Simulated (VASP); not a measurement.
Runs of VASP 6.6.1 on Zr. The structure is that of space group Fm-3m (No. 225), or close to it. The cells are those of the table. This isn't the form of Zr at room conditions, which is hcp.

```csv
task,cell,k mesh,cutoff (eV),gap on the mesh (eV),pressure (GPa),moment (μB)
single point,"a = 3.110 Å, angles 60.0°, 1 atom",20 × 20 × 20,520,none,(b),0.00
relaxation of cell and atoms,"relaxed from a = 3.205 Å, angles 60.0°, 1 atom",12 × 12 × 12,600,none,0.0,0.00
single point,"a = 3.281 Å, angles 60.0°, 1 atom",20 × 20 × 20,520,none,(a),0.00
single point,"a = 3.064 Å, angles 60.0°, 1 atom",20 × 20 × 20,520,none,14.7,0.00
single point,"a = 3.240 Å, angles 60.0°, 1 atom",20 × 20 × 20,520,none,-3.0,0.00
single point,"a = 3.154 Å, angles 60.0°, 1 atom",20 × 20 × 20,520,none,4.4,0.00
single point,"a = 3.197 Å, angles 60.0°, 1 atom",20 × 20 × 20,520,none,0.4,0.00
single point,"a = 3.197 Å, angles 60.0°, 1 atom",12 × 12 × 12,520,none,0.0,0.00
```

Alike in all rows: level PBE; potentials or basis VASP PAW PBE potentials, release 64 (Zr_sv); spin collinear; smearing fermi-dirac 0.05 eV.

Q: Fill in the values left out.

A: (a) -5.9; (b) 9.1.

Caveats: the cell stands under pressure (at least some runs); the cell stands under tension (at least some runs).

A k mesh can miss the band edges, and the runs leave out spin-orbit coupling on Zr.

A gap of «none» marks levels without a gap at the run's occupations.
